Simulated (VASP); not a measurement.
# W6C (Im-3m) in VASP: single point with PBE

Aim: the single point of W6C with PBE.

All numbers are computed with VASP 6.6.1; they aren't measurements. Logs are shortened: lines on timing, memory, paths and dates and some standing lists are left out, and cuts for length are marked.

## (1) The cell of the first run

It takes space group Im-3m (No. 229, cubic). The conventional cell has a = 6.358 Å, b = 6.358 Å, c = 6.358 Å, α = 90.00°, β = 90.00°, γ = 90.00°. W (site symmetry 4mm) has 1 C at 1.98 Å and 1 W at 2.39 Å within 2.6 Å. C (site symmetry m-3m) has 6 W at 1.98 Å within 2.6 Å.

## (2) Single point, PBE

POSCAR

```
W6C
1.0
   -3.1790990909      3.1790990909      3.1790990909
    3.1790990909     -3.1790990909      3.1790990909
    3.1790990909      3.1790990909     -3.1790990909
W C
6 1
Direct
    0.6880968322      0.6880968322      0.0000000000
    0.3119031678      0.3119031678      0.0000000000
    0.0000000000      0.3119031678      0.3119031678
    0.0000000000      0.6880968322      0.6880968322
    0.6880968322      0.0000000000      0.6880968322
    0.3119031678      0.0000000000      0.3119031678
    0.0000000000      0.0000000000      0.0000000000
```

INCAR.step1

```
  ALGO = Normal
  EDIFF = 1E-6
  ENCUT = 910
  GGA = PE
  GGA_COMPAT = False
  ISIF = 2
  ISMEAR = 0
  LASPH = True
  LCHARG = True
  LMAXMIX = 4
  LORBIT = 11
  LREAL = False
  LWAVE = False
  NBANDS = 53
  NEDOS = 2001
  NELM = 120
  PREC = Accurate
  SIGMA = 0.1
```

KPOINTS.step1

```
k-points
0
Gamma
  8 8 8
```

INCAR.step2

```
  ALGO = Normal
  EDIFF = 1E-6
  ENCUT = 910
  GGA = PE
  GGA_COMPAT = False
  ICHARG = 11
  ISIF = 2
  ISMEAR = -5
  LASPH = True
  LCHARG = False
  LMAXMIX = 4
  LORBIT = 10
  LREAL = False
  LWAVE = False
  NBANDS = 53
  NEDOS = 2001
  NELM = 120
  PREC = Accurate
  SIGMA = 0.1
```

KPOINTS.step2

```
k-points
0
Gamma
  12 12 12
```

Potentials or basis: VASP PAW PBE potentials, release 64 (W_sv, C_h).

Started as:

```bash
$ cat potpaw_PBE.64/W_sv/POTCAR potpaw_PBE.64/C_h/POTCAR > POTCAR
$ cp INCAR.step1 INCAR
$ cp KPOINTS.step1 KPOINTS
$ mpirun -np 1 vasp_std > vasp.out
$ cp INCAR.step2 INCAR
$ cp KPOINTS.step2 KPOINTS
$ mpirun -np 1 vasp_std > vasp.out
```

OUTCAR:

```text
EDIFF = 1E-6
   ENCUT = 910
   GGA = PE
   ICHARG = 11
   ISIF = 2
   ISMEAR = -5
   LASPH = True
   LORBIT = 10
   LREAL = False
   NELM = 120
   PREC = Accurate

 ion  position               nearest neighbor table
   1  0.688  0.688  0.000-   7 1.98   2 2.39   6 2.80   4 2.80   5 2.80   3 2.80
   2  0.312  0.312  0.000-   7 1.98   1 2.39   6 2.80   3 2.80   4 2.80   5 2.80
   3  0.000  0.312  0.312-   7 1.98   4 2.39   6 2.80   2 2.80   5 2.80   1 2.80
   4  0.000  0.688  0.688-   7 1.98   3 2.39   1 2.80   2 2.80   5 2.80   6 2.80
   5  0.688  0.000  0.688-   7 1.98   6 2.39   1 2.80   4 2.80   2 2.80   3 2.80
   6  0.312  0.000  0.312-   7 1.98   5 2.39   2 2.80   3 2.80   4 2.80   1 2.80
   7  0.000  0.000  0.000-   1 1.98   2 1.98   3 1.98   4 1.98   5 1.98   6 1.98

  LATTYP: Found a body centered cubic cell.
 ALAT       =     6.3581981818

  Lattice vectors:

 A1 = (  -3.1790990909,   3.1790990909,   3.1790990909)
 A2 = (   3.1790990909,  -3.1790990909,   3.1790990909)
 A3 = (   3.1790990909,   3.1790990909,  -3.1790990909)

Analysis of symmetry for initial positions (statically):
=====================================================================
 Subroutine PRICEL returns:
 Original cell was already a primitive cell.

 Routine SETGRP: Setting up the symmetry group for a
 body centered cubic supercell.

 Subroutine GETGRP returns: Found 48 space group operations
 (whereof 48 operations were pure point group operations)
 out of a pool of 48 trial point group operations.

The static configuration has the point symmetry O_h .

Analysis of symmetry for dynamics (positions and initial velocities):
=====================================================================
 Subroutine PRICEL returns:
 Original cell was already a primitive cell.

 Routine SETGRP: Setting up the symmetry group for a
 body centered cubic supercell.

 Subroutine GETGRP returns: Found 48 space group operations
 (whereof 48 operations were pure point group operations)
 out of a pool of 48 trial point group operations.

The dynamic configuration has the point symmetry O_h .

 Subroutine INISYM returns: Found 48 space group operations
 (whereof 48 operations are pure point group operations),
 and found     1 'primitive' translations

----------------------------------------------------------------------------------------

                                     Primitive cell

[... 117 lines left out ...]
   ISMEAR =    -5;   SIGMA  =   0.10  broadening in eV -4-tet -1-fermi 0-gaus
   EFERMI_NEDOS =   21; number of points for ismear=-14 and -15
   IALGO  =     38    algorithm
   IMIX   =      4    mixing-type and parameters
     AMIX     =   0.40;   BMIX     =  1.00
     AMIX_MAG =   1.60;   BMIX_MAG =  1.00
  volume/ion in A,a.u.               =      18.36       123.90
  Fermi-wavevector in a.u.,A,eV,Ry     =   1.442929  2.726741 28.327934  2.082044
  Thomas-Fermi vector in A             =   2.561394
   LORBIT       =     10    0 simple, 1 ext, 2 COOP (PROOUT), +10 PAW based schemes
   GGA     = PE    functional components
   LHFCALC =     F    Hartree Fock is set to
   AEXX    =    0.0000 exact exchange contribution
   IVDW    =     0    specifies the selected vdW correction
   LEPSILON=     F    determine dielectric tensor
   LRPA    =     F    only Hartree local field effects (RPA)
 non-spin polarized calculation
 Fermi weights with tetrahedron method with Bloechl corrections
  energy-cutoff  :      910.00
  volume of cell :      128.52
 maximum number of plane-waves:      8040

 number of electron      88.0000002 magnetization

 Free energy of the ion-electron system (eV)
  ---------------------------------------------------
  ext. energy  EPLUGINS =         0.00000000
  ---------------------------------------------------
  free energy    TOTEN  =       -74.03541947 eV

  energy without entropy =      -74.03541947  energy(sigma->0) =      -74.03541947

 E-fermi :   8.0188     XC(G=0): -12.0539

 val. band max:        8.0941343255   @ k =   0.2500   0.2500   0.2500
 cond. band min:       7.9488168074   @ k =  -0.4167  -0.4167   0.2500
 fundamental gap:     -0.1453175182
 Fermi energy:         8.0188111664

 k-point     1 :       0.0000    0.0000    0.0000
  band No.  band energies     occupation
      1     -66.1287      2.00000
      2     -66.0560      2.00000
      3     -66.0560      2.00000
      4     -65.9371      2.00000
      5     -65.9371      2.00000
      6     -65.9371      2.00000
[... 1333 lines left out ...]
     52      10.2163      0.00000
     53      10.4680      0.00000

 [... further k-points ...]

------------------------ aborting loop because EDIFF is reached ----------------------------------------

  FORCE on cell =-STRESS in cart. coord.  units (eV):
  Direction    XX          YY          ZZ          XY          YZ          ZX
  --------------------------------------------------------------------------------------
  -------------------------------------------------------------------------------------
  Total        0.6751430      0.6751430      0.6751430     -0.0000000     -0.0000000      0.0000000
  in kB        8.4165510      8.4165510      8.4165510     -0.0000000     -0.0000000      0.0000000
  external PRESSURE =       8.4165510 kB  Pullay stress =       0.0000000 kB

 VOLUME and BASIS-vectors are now :
 -----------------------------------------------------------------------------
  energy-cutoff  :      910.00
  volume of cell :      128.52
      direct lattice vectors                 reciprocal lattice vectors
    -3.179099091  3.179099091  3.179099091     0.000000000  0.157277262  0.157277262
     3.179099091 -3.179099091  3.179099091     0.157277262  0.000000000  0.157277262
     3.179099091  3.179099091 -3.179099091     0.157277262  0.157277262  0.000000000

 POSITION                                       TOTAL-FORCE (eV/Angst)
 -----------------------------------------------------------------------------------
      0.00000      0.00000      4.37506         0.000000      0.000000      0.076815
      0.00000      0.00000      1.98314         0.000000      0.000000     -0.076815
      1.98314      0.00000      0.00000        -0.076815      0.000000      0.000000
      4.37506      0.00000      0.00000         0.076815      0.000000      0.000000
      0.00000      4.37506      0.00000         0.000000      0.076815      0.000000
      0.00000      1.98314      0.00000         0.000000     -0.076815      0.000000
      0.00000      0.00000      0.00000         0.000000      0.000000      0.000000
 -----------------------------------------------------------------------------------
    total drift:                                0.000000      0.000000     -0.000000

  FREE ENERGIE OF THE ION-ELECTRON SYSTEM (eV)
  ---------------------------------------------------
  free  energy   TOTEN  =       -74.0354194735 eV

  energy  without entropy=      -74.0354194735  energy(sigma->0) =      -74.03541947

 total charge

# of ion       s       p       d       tot
------------------------------------------
    1        2.362   6.251   3.467  12.080
    2        2.362   6.251   3.467  12.080
    3        2.362   6.251   3.467  12.080
    4        2.362   6.251   3.467  12.080
    5        2.362   6.251   3.467  12.080
    6        2.362   6.251   3.467  12.080
    7        0.499   1.017   0.000   1.515
--------------------------------------------------
tot         14.670  38.524  20.800  73.994
```

OSZICAR.step1:

```text
N       E                     dE             d eps       ncg     rms          rms(c)
DAV:   1     0.147298143848E+04    0.14730E+04   -0.69717E+04  3074   0.276E+03
DAV:   2     0.339902539428E+02   -0.14390E+04   -0.14125E+04  3090   0.762E+02
DAV:   3    -0.754544343204E+02   -0.10944E+03   -0.10445E+03  3726   0.179E+02
DAV:   4    -0.818118805978E+02   -0.63574E+01   -0.61286E+01  3868   0.358E+01
DAV:   5    -0.820144592218E+02   -0.20258E+00   -0.20112E+00  3780   0.627E+00    0.527E+01
DAV:   6    -0.744682708447E+02    0.75462E+01   -0.38336E+01  3888   0.256E+01    0.193E+01
DAV:   7    -0.740931573580E+02    0.37511E+00   -0.27899E+00  3570   0.931E+00    0.643E+00
DAV:   8    -0.740501480255E+02    0.43009E-01   -0.42901E-01  3618   0.269E+00    0.129E+00
DAV:   9    -0.740446101112E+02    0.55379E-02   -0.15900E-01  3914   0.186E+00    0.407E-01
DAV:  10    -0.740409636823E+02    0.36464E-02   -0.56670E-02  4148   0.114E+00    0.190E-01
DAV:  11    -0.740405055142E+02    0.45817E-03   -0.33657E-03  3775   0.276E-01    0.510E-02
DAV:  12    -0.740404795038E+02    0.26010E-04   -0.85599E-04  3658   0.115E-01    0.349E-02
DAV:  13    -0.740404674598E+02    0.12044E-04   -0.17864E-04  3892   0.584E-02    0.984E-03
DAV:  14    -0.740404656936E+02    0.17662E-05   -0.14954E-05  3276   0.213E-02    0.400E-03
DAV:  15    -0.740404654896E+02    0.20397E-06   -0.11995E-06  2284   0.698E-03
   1 F= -.74040465E+02 E0= -.74030014E+02  d E =-.209026E-01
```

Wall time 24 min (1 thread of Intel Xeon Platinum 8259CL at 2.50GHz (Skylake/Cascade Lake), shared host); peak memory 0.93 GiB.

Results:

```
Valence electrons inside the program's atomic spheres : W 12.08; C 1.51
```

Caveat: the cutoff is under 1.25 times the usual one of these potentials, so pressure, stress and relaxed cells hold a basis-set (Pulay) error; spin-orbit coupling is left out, which moves the levels of the heavy elements; tetrahedron occupations give inexact forces and stress in metals.
